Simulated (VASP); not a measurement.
A run of VASP 6.6.1 is set up as follows.

The input INCAR:

```
SYSTEM = PbO2
  PREC = Accurate
  ENCUT = 520
  EDIFF = 1E-6
  ISMEAR = -1
  SIGMA = 0.02
  LREAL = .FALSE.
  LASPH = .TRUE.
  NELM = 100
  ALGO = Normal
  ISIF = 2
  LWAVE = .FALSE.
  LCHARG = .FALSE.
  GGA = PS
  NBANDS = 20
```

File KPOINTS:

```
Automatic mesh
0
G
  6 6 6
  0 0 0
```

The input POSCAR:

```
PbO2
1.0
    0.0000000000      2.6581699692      2.6581699692
    2.6581699692      0.0000000000      2.6581699692
    2.6581699692      2.6581699692      0.0000000000
Pb O
1 2
Direct
    0.0000000000      0.0000000000      0.0000000000
    0.2500000000      0.2500000000      0.2500000000
    0.7500000000      0.7500000000      0.7500000000
```

Potentials or basis: VASP PAW PBE potentials, release 64 (Pb_d, O).

Run with:

```console
$ cat potpaw_PBE.64/Pb_d/POTCAR potpaw_PBE.64/O/POTCAR > POTCAR
$ mpirun -np 1 vasp_std > vasp.out
```

What does it give for the pressure?

1.1 GPa.

Estimate the band gap on the k mesh.

zero (band 13 reaches 6.13 eV, above the bottom of band 14 at 4.82 eV).

Caveat: the PAW data sets were made with another functional, which shifts forces and pressure a little; spin-orbit coupling is left out, which moves the levels of the heavy elements.
